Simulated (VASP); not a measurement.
# ZnRe (Pm) in VASP: a series of runs

The runs below take ZnRe through single point, with PBEsol.

Everything below comes from runs of VASP 6.6.1. Logs are shortened: lines on timing, memory, paths and dates and some standing lists are left out, and cuts for length are marked.

### 1 The cell of the first run

Symmetry: Pm, No. 6, monoclinic system. The conventional cell has a = 2.748 Å, b = 4.494 Å, c = 2.748 Å, α = 90.00°, β = 120.00°, γ = 90.00°. Within 3.5 Å of Zn (site symmetry m) lie 6 Re at 2.66 to 2.86 Å and 6 Zn at 2.75 Å. Re (site symmetry m) has 6 Zn at 2.66 to 2.86 Å and 6 Re at 2.75 Å within 3.5 Å.

### 2 Single point, PBEsol

INCAR

```
ALGO = Normal ; EDIFF = 1E-6
ENCUT = 520 ; GGA = PS
ISIF = 2 ; ISMEAR = 0
LASPH = T ; LCHARG = T
LELF = T ; LREAL = F
LVHAR = T ; LWAVE = F
NBANDS = 16 ; NELM = 100
PREC = Accurate ; SIGMA = 0.15
```

KPOINTS

```
k-points
0
Gamma
  21 21 10
```

POSCAR

```
ZnRe
1.0
    2.7482183437      0.0000000000      0.0000000000
   -1.3741091718      2.3800269008      0.0000000000
    0.0000000000      0.0000000000      4.4940660000
Zn Re
1 1
Direct
    0.0000000000      0.0000000000      0.0000000000
    0.4061077548      0.7394410881      0.5000000000
```

Potentials or basis: VASP PAW PBE potentials, release 64 (Zn, Re).

On the command line:

```console
$ cat potpaw_PBE.64/Zn/POTCAR potpaw_PBE.64/Re/POTCAR > POTCAR
$ mpirun -np 1 vasp_std > vasp.out
```

OUTCAR:

```text
EDIFF = 1E-6
   ENCUT = 520
   GGA = PS
   ISIF = 2
   ISMEAR = 0
   LASPH = T
   LREAL = F
   NELM = 100
   PREC = Accurate

 ion  position               nearest neighbor table
   1  0.000  0.000  0.000-   2 2.66   2 2.66   2 2.76   2 2.76   2 2.86   2 2.86
   2  0.406  0.739  0.500-   1 2.66   1 2.66   1 2.76   1 2.76   1 2.86   1 2.86

  LATTYP: Found a hexagonal cell.
 ALAT       =     2.7482183437
 C/A-ratio  =     1.6352652657

  Lattice vectors:

 A1 = (   2.7482183437,   0.0000000000,   0.0000000000)
 A2 = (  -1.3741091718,   2.3800269008,   0.0000000000)
 A3 = (   0.0000000000,   0.0000000000,   4.4940660000)

Analysis of symmetry for initial positions (statically):
=====================================================================
 Subroutine PRICEL returns:
 Original cell was already a primitive cell.

 Routine SETGRP: Setting up the symmetry group for a
 hexagonal supercell.

 Subroutine GETGRP returns: Found  2 space group operations
 (whereof  2 operations were pure point group operations)
 out of a pool of 24 trial point group operations.

The static configuration has the point symmetry C_1h.

Analysis of symmetry for dynamics (positions and initial velocities):
=====================================================================
 Subroutine PRICEL returns:
 Original cell was already a primitive cell.

 Routine SETGRP: Setting up the symmetry group for a
 hexagonal supercell.

 Subroutine GETGRP returns: Found  2 space group operations
 (whereof  2 operations were pure point group operations)
 out of a pool of 24 trial point group operations.

The dynamic configuration has the point symmetry C_1h.

 Subroutine INISYM returns: Found  2 space group operations
 (whereof  2 operations are pure point group operations),
 and found     1 'primitive' translations

----------------------------------------------------------------------------------------

                                     Primitive cell

  volume of cell :      29.3949

  direct lattice vectors                    reciprocal lattice vectors
     2.748218344  0.000000000  0.000000000     0.363872107  0.210081659  0.000000000
    -1.374109172  2.380026901  0.000000000     0.000000000  0.420163318  0.000000000
     0.000000000  0.000000000  4.494066000     0.000000000  0.000000000  0.222515646

  length of vectors
     2.748218344  2.748218344  4.494066000     0.420163318  0.420163318  0.222515646

  position of ions in fractional coordinates (direct lattice)
     0.000000000  0.000000000  0.000000000
     0.406107755  0.739441088  0.500000000

  ion indices of the primitive-cell ions
   primitive index   ion index
                 1           1
                 2           2

----------------------------------------------------------------------------------------

 KPOINTS: k-points

Automatic generation of k-mesh.
 Grid dimensions read from file:
 generate k-points for:   21   21   10

 Generating k-lattice:

  Cartesian coordinates                     Fractional coordinates (reciprocal lattice)
     0.017327243  0.010003889  0.000000000     0.047619048  0.000000000  0.000000000
     0.000000000  0.020007777  0.000000000     0.000000000  0.047619048  0.000000000
     0.000000000  0.000000000  0.022251565     0.000000000  0.000000000  0.100000000

  Length of vectors
     0.020007777  0.020007777  0.022251565

  Shift w.r.t. Gamma in fractional coordinates (k-lattice)
     0.000000000  0.000000000  0.000000000

 Subroutine IBZKPT returns following result:
 ===========================================

 Found   1326 irreducible k-points:

 Following reciprocal coordinates:
            Coordinates               Weight
  0.000000  0.000000  0.000000      1.000000
  0.047619  0.000000  0.000000      2.000000
  0.000000  0.047619  0.000000      2.000000
 -0.047619  0.047619  0.000000      2.000000
  0.095238  0.000000  0.000000      2.000000
  0.000000  0.095238  0.000000      2.000000
[... 16 lines left out ...]
  0.380952  0.000000  0.000000      2.000000
  0.000000  0.380952  0.000000      2.000000
 [... further k-points ...]
   k-points           NKPTS =   1326   k-points in BZ     NKDIM =   1326   number of bands    NBANDS=     16
   number of dos      NEDOS =    301   number of ions     NIONS =      2
   total plane-waves  NPLWV =  14400
   dimension x,y,z NGX =    20 NGY =   20 NGZ =   36
   dimension x,y,z NGXF=    40 NGYF=   40 NGZF=   72
   ions per type =               1   1
   NGX,Y,Z   is equivalent  to a cutoff of  12.10, 12.10, 13.32 a.u.
   NGXF,Y,Z  is equivalent  to a cutoff of  24.20, 24.20, 26.63 a.u.
 SYSTEM =  unknown system
   PREC   = accura    normal or accurate (medium, high low for compatibility)
   ISTART =      0    job   : 0-new  1-cont  2-samecut
   ICHARG =      2    charge: 1-file 2-atom 10-const
   ISPIN  =      1    spin polarized calculation?
   LNONCOLLINEAR =      F non collinear calculations
   LSORBIT =      F    spin-orbit coupling
   LASPH  =      T    aspherical Exc in radial PAW
   ENCUT  =  520.0 eV  38.22 Ry    6.18 a.u.   5.11  5.11  8.36*2*pi/ulx,y,z
   NELM   =    100;   NELMIN=  2; NELMDL= -5     # of ELM steps
   EDIFF  = 0.1E-05   stopping-criterion for ELM
   LREAL  =      F    real-space projection
   EDIFFG = 0.1E-04   stopping-criterion for IOM
   NSW    =      0    number of steps for IOM
   IBRION =     -1    ionic relax: 0-MD 1-quasi-New 2-CG
   NFREE  =      0    steps in history (QN), initial steepest desc. (CG)
   ISIF   =      2    stress and relaxation
   ISYM   =      2    0-nonsym 1-usesym 2-fastsym
   POTIM  = 0.5000    time-step for ionic-motion
   TEBEG  =    0.0;   TEEND  =   0.0 temperature during run
   PSTRESS=    0.0 pullay stress
   NELECT =      19.0000    total number of electrons
   NUPDOWN=      -1.0000    fix difference up-down
   EMIN   =  10.00;   EMAX   =-10.00  energy-range for DOS
   EFERMI =   0.00;   METHOD = LEGACY
   ISMEAR =     0;   SIGMA  =   0.15  broadening in eV -4-tet -1-fermi 0-gaus
   EFERMI_NEDOS =   21; number of points for ismear=-14 and -15
   IALGO  =     38    algorithm
   IMIX   =      4    mixing-type and parameters
     AMIX     =   0.40;   BMIX     =  1.00
     AMIX_MAG =   1.60;   BMIX_MAG =  1.00
  volume/ion in A,a.u.               =      14.70        99.18
  Fermi-wavevector in a.u.,A,eV,Ry     =   1.415474  2.674858 27.260173  2.003566
  Thomas-Fermi vector in A             =   2.536909
   LORBIT       =      0    0 simple, 1 ext, 2 COOP (PROOUT), +10 PAW based schemes
   GGA     = PS    functional components
   LHFCALC =     F    Hartree Fock is set to
   AEXX    =    0.0000 exact exchange contribution
   IVDW    =     0    specifies the selected vdW correction
   LEPSILON=     F    determine dielectric tensor
   LRPA    =     F    only Hartree local field effects (RPA)
 non-spin polarized calculation
 Gauss-broadening in eV      SIGMA  =   0.15
  energy-cutoff  :      520.00
  volume of cell :       29.39
 maximum number of plane-waves:       804
   NGX = 11   NGY = 11   NGZ = 17

 number of electron      19.0000012 magnetization

 Free energy of the ion-electron system (eV)
  ---------------------------------------------------
  ext. energy  EPLUGINS =         0.00000000
  ---------------------------------------------------
  free energy    TOTEN  =       -14.41348647 eV

  energy without entropy =      -14.39944169  energy(sigma->0) =      -14.40646408

 E-fermi :   5.3390     XC(G=0): -12.9081

 val. band max:        5.3378727767   @ k =  -0.3810   0.1905   0.3000
 cond. band min:       5.3390550498   @ k =  -0.0952   0.3333   0.4000
 fundamental gap:      0.0011822731
 Fermi energy:         5.3390436872

 k-point     1 :       0.0000    0.0000    0.0000
  band No.  band energies     occupation
      1      -4.9246      2.00000
      2      -2.5468      2.00000
      3      -1.9206      2.00000
      4      -1.9140      2.00000
      5      -1.5745      2.00000
      6      -1.5001      2.00000
[... 8 lines left out ...]
     15      22.1985      0.00000
     16      23.3216      0.00000

 k-point     2 :       0.0476    0.0000    0.0000
  band No.  band energies     occupation
      1      -4.8497      2.00000
      2      -2.5199      2.00000
      3      -1.9269      2.00000
      4      -1.9034      2.00000
      5      -1.5892      2.00000
      6      -1.5051      2.00000
[... 8 lines left out ...]
     15      21.5406      0.00000
     16      22.4341      0.00000

 k-point     3 :       0.0000    0.0476    0.0000
  band No.  band energies     occupation
      1      -4.8508      2.00000
      2      -2.5228      2.00000
      3      -1.9284      2.00000
      4      -1.9005      2.00000
      5      -1.5789      2.00000
      6      -1.5181      2.00000
[... 8 lines left out ...]
     15      21.7031      0.00000
     16      22.0669      0.00000

 k-point     4 :      -0.0476    0.0476    0.0000
  band No.  band energies     occupation
      1      -4.8501      2.00000
      2      -2.5210      2.00000
      3      -1.9241      2.00000
      4      -1.9056      2.00000
      5      -1.5853      2.00000
      6      -1.5100      2.00000
[... 8 lines left out ...]
     15      21.4195      0.00000
     16      22.5319      0.00000
[... 324 lines left out ...]
 k-point    22 :      -0.3333    0.3333    0.0000
  band No.  band energies     occupation
      1      -2.5810      2.00000
      2      -2.1131      2.00000
      3      -2.0939      2.00000
      4      -1.6566      2.00000
      5      -1.4348      2.00000
      6      -1.2737      2.00000
[... 8 lines left out ...]
     15      16.7937      0.00000
     16      19.3290      0.00000

 k-point    23 :       0.3810    0.0000    0.0000
  band No.  band energies     occupation
      1      -2.5241      2.00000
      2      -2.1400      2.00000
      3      -1.9442      2.00000
      4      -1.6624      2.00000
      5      -1.3513      2.00000
      6      -0.7876      2.00000
[... 8 lines left out ...]
     15      16.0557      0.00000
     16      18.4337      0.00000

 k-point    24 :       0.0000    0.3810    0.0000
  band No.  band energies     occupation
      1      -2.6168      2.00000
      2      -2.2186      2.00000
      3      -2.1247      2.00000
      4      -1.7167      2.00000
      5      -1.3496      2.00000
      6      -0.5838      2.00000
[... 8 lines left out ...]
     15      16.0356      0.00000
     16      19.0592      0.00000

 [... further k-points ...]
[... 5 lines left out ...]
  --------------------------------------------------------------------------------------
  -------------------------------------------------------------------------------------
  Total       -1.4538689     -1.8723208     -1.3568151      0.0883459      0.0000000      0.0000000
  in kB      -79.2434312   -102.0512440    -73.9534965      4.8153132      0.0000000      0.0000000
  external PRESSURE =     -85.0827239 kB  Pullay stress =       0.0000000 kB

 VOLUME and BASIS-vectors are now :
 -----------------------------------------------------------------------------
  energy-cutoff  :      520.00
  volume of cell :       29.39
      direct lattice vectors                 reciprocal lattice vectors
     2.748218344  0.000000000  0.000000000     0.363872107  0.210081659  0.000000000
    -1.374109172  2.380026901  0.000000000     0.000000000  0.420163318  0.000000000
     0.000000000  0.000000000  4.494066000     0.000000000  0.000000000  0.222515646

 POSITION                                       TOTAL-FORCE (eV/Angst)
 -----------------------------------------------------------------------------------
      0.00000      0.00000      0.00000         0.226708      0.258505      0.000000
      0.10000      1.75989      2.24703        -0.226708     -0.258505      0.000000
 -----------------------------------------------------------------------------------
    total drift:                                0.000178      0.000186      0.000000

  FREE ENERGIE OF THE ION-ELECTRON SYSTEM (eV)
  ---------------------------------------------------
  free  energy   TOTEN  =       -14.4134864713 eV

  energy  without entropy=      -14.3994416949  energy(sigma->0) =      -14.40646408
```

Run time: 7.2 min. Hardware: 1 thread of Intel Xeon Platinum 8488C (Sapphire Rapids), shared host; peak memory 0.73 GiB.

What came out:

- Free energy: -14.4135 eV
- Pressure: -8.5 GPa
- Largest force: 0.344 eV/Å

Forces on the atoms (eV/Å):
```
Zn   0.227  0.259  0.000
Re  -0.227 -0.259  0.000
```

Levels at points of the mesh, in eV from the Fermi level:
```
           k point  band 7  band 8  band 9  band 10  band 11  band 12  band 13  band 14
(0.00, 0.00, 0.00)   -5.02   -1.53   -1.24    -1.20     1.70     1.73     4.75    14.60
(0.00, 0.00, 0.50)   -6.87   -3.11   -1.16    -1.14     1.56     1.70     9.53    14.14
```

Caveat: the cell differs from its parent crystal (all Re atoms moved -0.200 Å, as atom 2 towards its neighbour atom 2 (Re) at 2.748 Å); the PAW data sets were made with another functional, which shifts forces and pressure a little; spin-orbit coupling is left out, which moves the levels of the heavy elements.

(Continued in part 2 of 2.)
